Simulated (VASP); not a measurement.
# Na (Cmmm) in VASP: notebook, part 2 of 2

VASP 6.6.1.

## Step 6: Single point, LDA (strain +0.0625 x Voigt [0, 0, 0, 0, 1, 0])

INCAR reads:

```
  ALGO = Fast
  EDIFF = 1E-7
  ENCUT = 520
  ISIF = 2
  ISMEAR = 0
  LASPH = True
  LCHARG = False
  LREAL = False
  LWAVE = False
  NBANDS = 10
  NELM = 80
  PREC = Accurate
  SIGMA = 0.15
```

KPOINTS reads:

```
k-points
0
Gamma
  8 8 8
```

POSCAR reads:

```
Na
1.0
    7.0233428623      0.0000000000      0.2194794644
    0.0000000000      7.0233428623      0.0000000000
    0.2194794644      0.0000000000      7.0233428623
Na
1
Direct
    0.0000000000      0.0000000000      0.0000000000
```

Potentials or basis: VASP PAW LDA potentials, release 64 (Na_pv).

Run with:

```sh
cat potpaw_LDA.64/Na_pv/POTCAR > POTCAR
mpirun -np 1 vasp_std > vasp.out
```

OUTCAR:

```text
EDIFF = 1E-7
   ENCUT = 520
   ISIF = 2
   ISMEAR = 0
   LASPH = True
   LREAL = False
   NELM = 80
   PREC = Accurate

 ion  position               nearest neighbor table
   1  0.000  0.000  0.000-

  LATTYP: Found a base centered orthorhombic cell.
 ALAT       =     9.6221158938
 B/A-ratio  =     1.0645161290
 C/A-ratio  =     0.7299166773

  Lattice vectors:

 A1 = (  -7.0233428623,   0.0000000000,  -0.2194794644)
 A2 = (   0.2194794644,   0.0000000000,   7.0233428623)
 A3 = (   0.0000000000,   7.0233428623,   0.0000000000)

Analysis of symmetry for initial positions (statically):
=====================================================================
 Subroutine PRICEL returns:
 Original cell was already a primitive cell.

 Routine SETGRP: Setting up the symmetry group for a
 base centered orthorhombic supercell.

 Subroutine GETGRP returns: Found  8 space group operations
 (whereof  8 operations were pure point group operations)
 out of a pool of  8 trial point group operations.

The static configuration has the point symmetry D_2h.

Analysis of symmetry for dynamics (positions and initial velocities):
[... 161 lines left out ...]
 val. band max:       -2.4473853756   @ k =  -0.3750   0.1250   0.2500
 cond. band min:      -2.4319235060   @ k =   0.5000   0.0000   0.2500
 fundamental gap:      0.0154618696
 Fermi energy:        -2.4468022372

 k-point     1 :       0.0000    0.0000    0.0000
  band No.  band energies     occupation
      1     -28.5752      2.00000
      2     -28.5750      2.00000
      3     -28.5749      2.00000
      4      -2.8285      1.99968
      5       0.2965      0.00000
      6       0.3171      0.00000
      7       0.3464      0.00000
      8       0.5078      0.00000
      9       1.0660      0.00000
     10       1.0741      0.00000
[... 287 lines left out ...]
 k-point    24 :       0.3750    0.5000   -0.0000
  band No.  band energies     occupation
      1     -28.5752      2.00000
      2     -28.5750      2.00000
      3     -28.5749      2.00000
      4      -2.3314      0.27670
      5      -0.8764      0.00000
      6      -0.6545      0.00000
      7       0.3536      0.00000
      8       0.7622      0.00000
      9       1.6265      0.00000
     10       2.2680      0.00000

 [... further k-points ...]
[... 5 lines left out ...]
  --------------------------------------------------------------------------------------
  -------------------------------------------------------------------------------------
  Total       -0.2752975     -0.2754388     -0.2752975      0.0000000      0.0000000     -0.0127773
  in kB       -1.2743995     -1.2750535     -1.2743995      0.0000000      0.0000000     -0.0591481
  external PRESSURE =      -1.2746175 kB  Pullay stress =       0.0000000 kB

 VOLUME and BASIS-vectors are now :
 -----------------------------------------------------------------------------
  energy-cutoff  :      520.00
  volume of cell :      346.10
      direct lattice vectors                 reciprocal lattice vectors
     7.023342862  0.000000000  0.219479464     0.142521522  0.000000000 -0.004453798
     0.000000000  7.023342862  0.000000000     0.000000000  0.142382341  0.000000000
     0.219479464  0.000000000  7.023342862    -0.004453798  0.000000000  0.142521522

 POSITION                                       TOTAL-FORCE (eV/Angst)
 -----------------------------------------------------------------------------------
      0.00000      0.00000      0.00000         0.000000      0.000000      0.000000
 -----------------------------------------------------------------------------------
    total drift:                                0.000000     -0.000000     -0.000000

  FREE ENERGIE OF THE ION-ELECTRON SYSTEM (eV)
  ---------------------------------------------------
  free  energy   TOTEN  =        -0.1906994026 eV

  energy  without entropy=       -0.1459045135  energy(sigma->0) =       -0.16830196
```

stdout:

```text
POSCAR found type information on POSCAR Na
 POSCAR found :  1 types and       1 ions
 scaLAPACK will be used
 LDA part: xc-table for (Slater(with rela. corr.)+CA(PZ))
 , standard interpolation
 POSCAR, INCAR and KPOINTS ok, starting setup
 FFT: planning ... GRIDC
 FFT: planning ... GRID_SOFT
 FFT: planning ... GRID
 WAVECAR not read
 entering main loop
```

Run time: 2.2 min. Hardware: 1 thread of Intel Xeon 6975P-C (Granite Rapids), shared host; peak memory 0.49 GiB.

What came out:

| Item | Value |
| --- | --- |
| Free energy | -0.1907 eV |
| Pressure | -0.1 GPa |
| Band gap on the k mesh | zero (an odd number of electrons rules out a gap without spin polarisation) |

Levels at points of the mesh, in eV from the Fermi level:
| k point | band 1 | band 2 | band 3 | band 4 | band 5 | band 6 | band 7 | band 8 | band 9 |
| --- | --- | --- | --- | --- | --- | --- | --- | --- | --- |
| (0.00, 0.00, 0.00) | -26.13 | -26.13 | -26.13 | -0.38 | 2.74 | 2.76 | 2.79 | 2.95 | 3.51 |
| (0.50, 0.00, 0.00) | -26.13 | -26.13 | -26.13 | -0.10 | 1.28 | 3.02 | 3.03 | 3.59 | 3.90 |
| (0.00, 0.50, 0.00) | -26.13 | -26.13 | -26.13 | -0.10 | 1.28 | 3.01 | 3.06 | 3.61 | 3.92 |
| (0.50, 0.50, 0.00) | -26.13 | -26.13 | -26.13 | 0.16 | 1.65 | 1.66 | 2.62 | 3.25 | 4.15 |
| (0.50, 0.00, 0.50) | -26.13 | -26.13 | -26.13 | 0.16 | 1.59 | 1.72 | 2.63 | 3.26 | 4.18 |
| (0.50, 0.50, 0.50) | -26.13 | -26.13 | -26.13 | 0.41 | 1.93 | 1.99 | 2.05 | 3.06 | 3.13 |

Caveat: the cell differs from its parent crystal (strain +0.0625 x Voigt [0, 0, 0, 0, 1, 0]).

## Step 7: Overview

| cell | further INCAR settings | gap on the mesh (eV) | pressure (GPa) |
| --- | --- | --- | --- |
| a = 7.032, b = 7.023 Å, angles 90.0, 95.7, 90.0°, 1 atom | ALGO = Fast; EDIFF = 1e-06; NBANDS = 10 | none | -0.1 |
| a = 7.028, b = 7.023 Å, angles 90.0, 85.7, 90.0°, 1 atom | ALGO = Fast; EDIFF = 1e-07; NBANDS = 10 | none | -0.1 |
| a = 7.026, b = 7.023 Å, angles 90.0, 92.9, 90.0°, 1 atom | ALGO = Fast; EDIFF = 1e-07; NBANDS = 10 | none | -0.1 |
| a = 7.030, b = 7.023 Å, angles 90.0, 85.0, 90.0°, 1 atom | ALGO = Fast; EDIFF = 1e-06; NBANDS = 10 | none | -0.1 |
| a = 7.027, b = 7.023 Å, angles 90.0, 86.4, 90.0°, 1 atom | ALGO = Fast; EDIFF = 1e-07; NBANDS = 10 | none | -0.1 |

Alike in all rows: task single point; level LDA; potentials or basis VASP PAW LDA potentials, release 64 (Na_pv); no spin polarisation; k mesh 8 × 8 × 8; cutoff (eV) 520; smearing gaussian 0.15 eV.

Total energies depend on the potentials used, so only differences within one code and one set of settings carry meaning.
